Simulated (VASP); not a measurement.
Write the native input for VASP 6.6.1 that does the following.

```yaml
Task: single point
Functional: PBE
Potentials_or_basis: VASP PAW PBE potentials, release 64 (Zr_sv, O)
Cutoff: 600 eV
k_mesh: 6 × 6 × 6
Occupations: gaussian, width 0.01 eV
Spin: no spin polarisation
Dipole_correction: no
Further_INCAR_settings: ALGO = Normal; EDIFF = 1e-06; NBANDS = 19
```

The structure of ZrO2 (Cubic zirconia) lies in POSCAR:

```
ZrO2
1.0
    0.0000000000      2.5517885687      2.5517885687
    2.5517885687      0.0000000000      2.5517885687
    2.5517885687      2.5517885687      0.0000000000
Zr O
1 2
Direct
    0.0000000000      0.0000000000      0.0000000000
    0.2500000000      0.2500000000      0.2500000000
    0.7500000000      0.7500000000      0.7500000000
```

These files were run (other wordings do the same):

INCAR

```
SYSTEM = ZrO2
PREC = Accurate ; ENCUT = 600
EDIFF = 1E-6 ; ISMEAR = 0
SIGMA = 0.01 ; LREAL = .False.
LASPH = .True. ; NELM = 120
ALGO = Normal ; ISIF = 2
LWAVE = .False. ; LCHARG = .False.
GGA = PE ; NBANDS = 19
GGA_COMPAT = .False.
```

KPOINTS

```
regular mesh
0
Gamma
  6 6 6
  0 0 0
```

Potentials or basis: VASP PAW PBE potentials, release 64 (Zr_sv, O).

Run with:

```bash
$ cat potpaw_PBE.64/Zr_sv/POTCAR potpaw_PBE.64/O/POTCAR > POTCAR
$ mpirun -np 1 vasp_std > vasp.out
```

Results of the run:

```json
{
  "Pressure": "1.8 GPa",
  "Band gap on the k mesh": "3.33 eV, indirect (least direct gap 3.77 eV)"
}
```

Run time: 24 s on 1 thread of Intel(R) Xeon(R) Platinum 8375C CPU @ 2.90GHz (Ice Lake), with other jobs on the host, peak memory 0.17 GiB.
